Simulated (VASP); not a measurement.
Here is a VASP 6.6.1 calculation.

The input INCAR:

```
SYSTEM = RuPtSe3
PREC = Accurate
ENCUT = 600
EDIFF = 1E-6
ISMEAR = 0
SIGMA = 0.1
LREAL = .FALSE.
LASPH = .TRUE.
NELM = 80
ALGO = Normal
ISIF = 3
LWAVE = .FALSE.
LCHARG = .FALSE.
GGA = PE
IBRION = 2
NSW = 90
EDIFFG = -0.04
```

Contents of KPOINTS:

```
Automatic mesh
0
G
  4 4 4
  0 0 0
```

The input POSCAR:

```
RuPtSe3
1.0
    4.6570489081      0.0000000000      0.0000000000
    0.0000000000      4.6570489081      0.0000000000
    0.0000000000      0.0000000000      4.6570489081
Ru Pt Se
1 1 3
Direct
    0.5000000000      0.5000000000      0.5000000000
    0.0000000000      0.0000000000      0.0000000000
    0.0000000000      0.5000000000      0.5000000000
    0.5000000000      0.0000000000      0.5000000000
    0.5000000000      0.5000000000      0.0000000000
```

Potentials or basis: VASP PAW PBE potentials, release 64 (Ru_pv, Pt, Se).

Run with:

```console
$ cat potpaw_PBE.64/Ru_pv/POTCAR potpaw_PBE.64/Pt/POTCAR potpaw_PBE.64/Se/POTCAR > POTCAR
$ mpirun -np 1 vasp_std > vasp.out
```

Q: Estimate the relaxed volume.

A: 22.03 Å³/atom.

Q: What does it give for the space group after relaxing (to 0.05 Å)?

A: Pm-3m (No. 221).

Q: Predict the relaxed cell.

A: a = 4.794 Å, b = 4.794 Å, c = 4.794 Å, α = 90.00°, β = 90.00°, γ = 90.00°.

Final structure:
```
CELL_PARAMETERS angstrom
4.79396 0.00000 0.00000
0.00000 4.79396 0.00000
0.00000 0.00000 4.79396
ATOMIC_POSITIONS crystal
Ru 0.50000 0.50000 0.50000
Pt 0.00000 0.00000 0.00000
Se 0.00000 0.50000 0.50000
Se 0.50000 0.00000 0.50000
Se 0.50000 0.50000 0.00000
```
